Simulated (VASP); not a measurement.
# Au in VASP: notebook, part 2 of 2

VASP 6.6.1. The steps go on from the part before.

## 4. Single point, PBE (17.65 Å³/atom)

This run uses another cell than the first one, of 17.65 Å³/atom.

Input file INCAR:

```
SYSTEM = Au
ALGO = Fast
EDIFF = 1E-7
ENCUT = 520
GGA = PE
ISIF = 2
ISMEAR = -1
LASPH = .True.
LCHARG = .False.
LREAL = .False.
LWAVE = .False.
NBANDS = 18
NELM = 60
PREC = Accurate
SIGMA = 0.15
```

Input file KPOINTS:

```
k-points
0
Gamma
  16 16 10
  0 0 0
```

Input file POSCAR:

```
Au
1.0
    1.4493335267     -2.5104173212      0.0000000000
    1.4493335267      2.5104173212      0.0000000000
    0.0000000000      0.0000000000      4.8507218581
Au
2
Direct
    0.6666590370      0.3333409630      0.2500000000
    0.3333409630      0.6666590370      0.7500000000
```

Potentials or basis: VASP PAW PBE potentials, release 64 (Au).

Command:

```
> cat potpaw_PBE.64/Au/POTCAR > POTCAR
> mpirun -np 1 vasp_std > vasp.out
```

OUTCAR:

```text
SYSTEM = Au
   EDIFF = 1E-7
   ENCUT = 520
   GGA = PE
   ISIF = 2
   ISMEAR = -1
   LASPH = .True.
   LREAL = .False.
   NELM = 60
   PREC = Accurate

 ion  position               nearest neighbor table
   1  0.667  0.333  0.250-   2 2.95   2 2.95   2 2.95   2 2.95   2 2.95   2 2.95
   2  0.333  0.667  0.750-   1 2.95   1 2.95   1 2.95   1 2.95   1 2.95   1 2.95

  LATTYP: Found a base centered orthorhombic cell.
 ALAT       =     2.8986670534
 B/A-ratio  =     1.7321184358
 C/A-ratio  =     1.6734318805

  Lattice vectors:

 A1 = (   1.4493335267,  -2.5104173212,   0.0000000000)
 A2 = (   1.4493335267,   2.5104173212,   0.0000000000)
 A3 = (   0.0000000000,   0.0000000000,   4.8507218581)

Analysis of symmetry for initial positions (statically):
=====================================================================
 Subroutine PRICEL returns:
 Original cell was already a primitive cell.

 Routine SETGRP: Setting up the symmetry group for a
 base centered orthorhombic supercell.

 Subroutine GETGRP returns: Found  8 space group operations
 (whereof  4 operations were pure point group operations)
 out of a pool of  8 trial point group operations.

The static configuration has the point symmetry C_2h.
[... 163 lines left out ...]

 E-fermi :   8.8822     XC(G=0): -12.5075

 val. band max:        8.8775750932   @ k =   0.4375   0.0625   0.2000
 cond. band min:       8.9215124296   @ k =   0.5000   0.3750   0.3000
 fundamental gap:      0.0439373365
 Fermi energy:         8.8821620900

 k-point     1 :       0.0000    0.0000    0.0000
  band No.  band energies     occupation
      1      -0.5911      2.00000
      2       1.8240      2.00000
      3       4.2417      2.00000
      4       4.4895      2.00000
      5       4.4900      2.00000
      6       4.7862      2.00000
[... 481 lines left out ...]
      5       4.5686      2.00000
      6       4.7448      2.00000
[... 10 lines left out ...]
     17      26.3372      0.00000
     18      26.5696      0.00000

 [... further k-points ...]

------------------------ aborting loop because EDIFF is reached ----------------------------------------

  FORCE on cell =-STRESS in cart. coord.  units (eV):
  Direction    XX          YY          ZZ          XY          YZ          ZX
  --------------------------------------------------------------------------------------
  -------------------------------------------------------------------------------------
  Total        0.5896426      0.5894141      0.5856336      0.0000000      0.0000000      0.0000000
  in kB       26.7638657     26.7534897     26.5818957      0.0000000      0.0000000      0.0000000
  external PRESSURE =      26.6997504 kB  Pullay stress =       0.0000000 kB

 VOLUME and BASIS-vectors are now :
 -----------------------------------------------------------------------------
  energy-cutoff  :      520.00
  volume of cell :       35.30
      direct lattice vectors                 reciprocal lattice vectors
     1.449333527 -2.510417321  0.000000000     0.344986155 -0.199170073  0.000000000
     1.449333527  2.510417321  0.000000000     0.344986155  0.199170073  0.000000000
     0.000000000  0.000000000  4.850721858     0.000000000  0.000000000  0.206154884

 POSITION                                       TOTAL-FORCE (eV/Angst)
 -----------------------------------------------------------------------------------
      1.44933     -0.83677      1.21268         0.000000     -0.000013     -0.000000
      1.44933      0.83677      3.63804         0.000000      0.000013      0.000000
 -----------------------------------------------------------------------------------
    total drift:                               -0.000000     -0.000000     -0.000000

  FREE ENERGIE OF THE ION-ELECTRON SYSTEM (eV)
  ---------------------------------------------------
  free  energy   TOTEN  =        -6.4439595179 eV

  energy  without entropy=       -6.3962829238  energy(sigma->0) =       -6.42012122
```

OSZICAR:

```text
N       E                     dE             d eps       ncg     rms          rms(c)
DAV:   1     0.122549097931E+03    0.12255E+03   -0.11635E+04 15800   0.118E+03
DAV:   2    -0.488720243108E+01   -0.12744E+03   -0.12163E+03 16740   0.260E+02
DAV:   3    -0.696778656639E+01   -0.20806E+01   -0.20687E+01 18560   0.334E+01
DAV:   4    -0.697674867624E+01   -0.89621E-02   -0.89610E-02 17470   0.230E+00
DAV:   5    -0.697683037696E+01   -0.81701E-04   -0.81702E-04 17536   0.235E-01    0.119E+01
RMM:   6    -0.647921813102E+01    0.49761E+00   -0.88589E-01 15777   0.707E+00    0.767E+00
RMM:   7    -0.644816421671E+01    0.31054E-01   -0.12226E-01 16149   0.282E+00    0.334E+00
RMM:   8    -0.644405098880E+01    0.41132E-02   -0.14531E-02 16267   0.886E-01    0.478E-01
RMM:   9    -0.644394984850E+01    0.10114E-03   -0.89949E-04 17295   0.230E-01    0.163E-01
RMM:  10    -0.644395905796E+01   -0.92095E-05   -0.12859E-04 17306   0.761E-02    0.117E-01
RMM:  11    -0.644395945676E+01   -0.39880E-06   -0.27302E-05 17175   0.347E-02    0.151E-02
RMM:  12    -0.644395968524E+01   -0.22849E-06   -0.33654E-06 17066   0.118E-02    0.159E-02
RMM:  13    -0.644395952629E+01    0.15895E-06   -0.86689E-07 15611   0.607E-03    0.105E-02
RMM:  14    -0.644395951790E+01    0.83874E-08   -0.29650E-07 11917   0.436E-03
   1 F= -.64439595E+01 E0= -.64201212E+01  d E =-.476766E-01
```

Wall time 90 s (1 thread of Intel Xeon 6975P-C (Granite Rapids), shared host); peak memory 0.33 GiB.

Results:

```yaml
Free_energy: -6.4440 eV
Pressure: 2.7 GPa
Band_gap_on_the_k_mesh: zero (bands 11 and 12 overlap by 6.23 eV)
```

Levels at points of the mesh, in eV from the Fermi level:
| k point | band 7 | band 8 | band 9 | band 10 | band 11 | band 12 | band 13 | band 14 | band 15 | band 16 |
| --- | --- | --- | --- | --- | --- | --- | --- | --- | --- | --- |
| (0.00, 0.00, 0.00) | -4.10 | -3.46 | -3.46 | -2.16 | -2.16 | -0.94 | 2.57 | 14.60 | 15.76 | 16.74 |
| (0.50, 0.00, 0.00) | -3.55 | -1.93 | -1.87 | -1.69 | 0.37 | 1.49 | 5.70 | 7.15 | 7.20 | 10.22 |
| (0.50, 0.50, 0.00) | -3.55 | -1.93 | -1.87 | -1.69 | 0.37 | 1.49 | 5.70 | 7.15 | 7.20 | 10.22 |
| (0.00, 0.00, 0.50) | -4.43 | -4.43 | -2.59 | -2.59 | -2.59 | -2.59 | 10.49 | 10.49 | 14.88 | 14.88 |
| (0.50, 0.00, 0.50) | -2.35 | -2.35 | -1.76 | -1.76 | 0.54 | 0.54 | 3.80 | 3.80 | 13.14 | 13.14 |
| (0.50, 0.50, 0.50) | -2.35 | -2.35 | -1.76 | -1.76 | 0.54 | 0.54 | 3.79 | 3.79 | 13.14 | 13.14 |

Caveat: spin-orbit coupling is left out, which moves the levels of the heavy elements.

## 5. Single point, PBE

This run uses another cell than the first one, of 17.64 Å³/atom.

Input file INCAR:

```
SYSTEM = Au
ALGO     = Fast           ! electronic algorithm
EDIFF    = 1E-6           ! SCF threshold, eV
ENCUT    = 520            ! plane-wave cutoff, eV
GGA      = PE             ! functional
ISIF     = 2              ! what is computed and relaxed
ISMEAR   = -1             ! smearing method
LASPH    = .TRUE.         ! aspherical terms in the spheres
LCHARG   = .FALSE.        ! write CHGCAR
LREAL    = .FALSE.        ! projectors in reciprocal space
LWAVE    = .FALSE.        ! write WAVECAR
NBANDS   = 18             ! bands
NELM     = 80             ! most SCF steps
PREC     = Accurate       ! precision mode
SIGMA    = 0.15           ! smearing width, eV
```

Input file KPOINTS:

```
k-points
0
G
  16 16 10
  0 0 0
```

Input file POSCAR:

```
Au
1.0
    1.4489907669     -2.5098507654      0.0000000000
    1.4489907669      2.5098507654      0.0000000000
    0.0000000000      0.0000000000      4.8508666149
Au
2
Direct
    0.6666512042      0.3333487958      0.2500000000
    0.3333487958      0.6666512042      0.7500000000
```

Command:

```
> cat potpaw_PBE.64/Au/POTCAR > POTCAR
> mpirun -np 1 vasp_std > vasp.out
```

Run time: 79 s. Hardware: 1 thread of Intel Xeon 6975P-C (Granite Rapids), shared host; peak memory 0.33 GiB.

It converged, with:

* Free energy: -6.4437 eV
* Pressure: 2.8 GPa
* Band gap on the k mesh: zero (bands 11 and 12 overlap by 6.24 eV)

Levels at points of the mesh, in eV from the Fermi level:
```tsv
k point	band 9	band 10	band 11	band 12	band 13	band 14
(0.00, 0.00, 0.00)	-3.46	-2.16	-2.16	-0.94	2.57	14.60
(0.50, 0.00, 0.00)	-1.87	-1.69	0.37	1.50	5.70	7.15
(0.50, 0.50, 0.00)	-1.87	-1.69	0.37	1.50	5.70	7.15
(0.00, 0.00, 0.50)	-2.59	-2.59	-2.59	-2.59	10.49	10.49
(0.50, 0.00, 0.50)	-1.76	-1.76	0.54	0.54	3.80	3.80
(0.50, 0.50, 0.50)	-1.76	-1.76	0.54	0.54	3.80	3.80
```

Caveat: spin-orbit coupling is left out, which moves the levels of the heavy elements.

## 6. Summary

| task | cell | k mesh | cutoff (eV) | smearing | gap on the mesh (eV) | pressure (GPa) |
| --- | --- | --- | --- | --- | --- | --- |
| relaxation of shape and atoms at fixed volume | relaxed from a = 3.036, b = 3.036, c = 5.071 Å, angles 90.0, 90.0, 122.0°, 2 atoms, atomic positions A | 16 × 16 × 10 | 600 | gaussian 0.1 eV | none | -9.9 |
| single point | a = 2.894, b = 5.192, c = 4.863 Å, 4 atoms, atomic positions B | 18 × 10 × 12 | 520 | gaussian 0.1 eV | none | -2.1 |
| single point | a = 2.899, b = 2.899, c = 4.851 Å, angles 90.0, 90.0, 120.0°, 2 atoms, atomic positions C | 16 × 16 × 10 | 520 | fermi-dirac 0.15 eV | none | 2.7 |
| single point | a = 2.898, b = 2.898, c = 4.851 Å, angles 90.0, 90.0, 120.0°, 2 atoms, atomic positions C | 16 × 16 × 10 | 520 | fermi-dirac 0.15 eV | none | 2.8 |

Alike in all rows: level PBE; potentials or basis VASP PAW PBE potentials, release 64 (Au); no spin polarisation.

Caveats: spin-orbit coupling is left out, which moves the levels of the heavy elements.

Absolute energies hang on the potentials; compare differences alone.

The gap in the log of VASP goes by the Fermi energy; the results here count the filled bands.